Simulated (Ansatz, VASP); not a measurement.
**Two plane-wave programs on Si2W**

Contents of INCAR:

```
SYSTEM = Si2W
ALGO = Normal
EDIFF = 1E-6
ENCUT = 520
ISIF = 2
ISMEAR = 0
LASPH = .True.
LCHARG = .True.
LELF = .True.
LREAL = .False.
LVHAR = .True.
LWAVE = .False.
NBANDS = 18
NELM = 80
PREC = Accurate
SIGMA = 0.15
```

KPOINTS

```
k-points
0
Gamma
  20 20 20
  0 0 0
```

File POSCAR:

```
Si2W
1.0
   -1.4877893758      1.4877893758      4.0981158357
    1.4877893758     -1.4877893758      4.0981158357
    1.4877893758      1.4877893758     -4.0981158357
Si W
2 1
Direct
    0.3346644983      0.3346644983      0.0000000000
    0.6653355017      0.6653355017      0.0000000000
    0.0000000000      0.0000000000      0.0000000000
```

Input for Ansatz:

```yaml
crystal:
  lattice:
    - [-1.4877893758, 1.4877893758, 4.0981158357]
    - [1.4877893758, -1.4877893758, 4.0981158357]
    - [1.4877893758, 1.4877893758, -4.0981158357]
  atoms:
    - { symbol: Si, position: [0.3346644983, 0.3346644983, 0.0] }
    - { symbol: Si, position: [0.6653355017, 0.6653355017, 0.0] }
    - { symbol: W, position: [0.0, 0.0, 0.0] }
basis:
  ecutwfc: 420
kpoints:
  mp_grid: { grid: [20, 20, 20] }
hamiltonian:
  xc: lda
  pseudopotentials: { kind: paw, azcp: { folder: soft_1 } }
scf:
  occupations: { method: gaussian, width: 0.15 }
output:
  forces: true
  stress: true
  eigenvalues: true
```

Alike in both runs: task single point; functional LDA; k mesh 20 × 20 × 20; occupations gaussian, width 0.15 eV; no spin polarisation.

```csv
,VASP,Ansatz
version,VASP 6.6.1,Ansatz 0.2.0
potentials or method,"VASP PAW LDA potentials, release 64 (Si, W_sv), cutoff 520 eV","scalar-relativistic, plane waves, PAW"
valence electrons in the cell,22,22
```

|  | VASP | Ansatz | Ansatz less VASP |
| --- | --- | --- | --- |
| gap on the k mesh at the Fermi level (eV) | none | none | - |
| pressure (GPa) | 25.4 | 24.5 | -0.95 |
| traceless stress, the component that is largest in VASP (GPa) | -32.43 | -32.35 | +0.084 |
| rms of the force components (eV/Å) | 0.136 | 0.120 | -0.0155 |

Ansatz warns that its potentials were made for another functional, while VASP's fit it. LDA's correlation is that of Perdew and Zunger in VASP and of Perdew and Wang (1992) in Ansatz. Atom by atom the forces differ by 0.016 eV/Å (rms over components). A gap of «none» marks a metal or a gap that the smearing closes.

Neither program's run includes spin-orbit coupling.
